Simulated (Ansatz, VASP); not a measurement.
C: VASP beside Ansatz

```
C
1.0
     3.57409   -0.00049    0.00069
    -0.00049    3.57341   -0.00055
     0.00084   -0.00069    4.33554
C
8
Direct
  0.78494 0.49996 0.18157
  0.50008 0.78507 0.68167
  0.50004 0.21507 0.68158
  0.78506 0.50008 0.81835
  0.21505 0.50004 0.81843
  0.21493 0.49992 0.18165
  0.49997 0.78493 0.31842
  0.49993 0.21492 0.31833
```

Change from the starting cell: cell x1, atoms moved at random (sigma 0.1 Å) and cell strained at random (1.5 %), then relaxed without symmetry.

Alike in both runs: functional PBE; k mesh 4 × 4 × 4; occupations gaussian, width 0.1 eV; no spin polarisation.

Ansatz relaxed the structure, and its values are those at the end. VASP's run is a single point on that final structure, the one shown.

```csv
,VASP,Ansatz
version,VASP 6.6.1,Ansatz 0.2.0
potentials or method,"VASP PAW PBE potentials, release 64 (C), cutoff 520 eV","scalar-relativistic, plane waves, PAW"
valence electrons in the cell,32,32
```

Ansatz gave:

```
gap on the k mesh at the Fermi level (eV) : 1.73
least direct gap on the mesh (eV)         : 2.23
pressure (GPa)                            : 0.0
rms of the force components (eV/Å)        : 0.001
```

**Question.** What did VASP give for the same quantities?

**Answer.** gap on the k mesh at the Fermi level (eV): 1.72; least direct gap on the mesh (eV): 2.22; pressure (GPa): 0.5; rms of the force components (eV/Å): 0.009.

The k mesh is coarse, so the values compare programs but aren't converged.
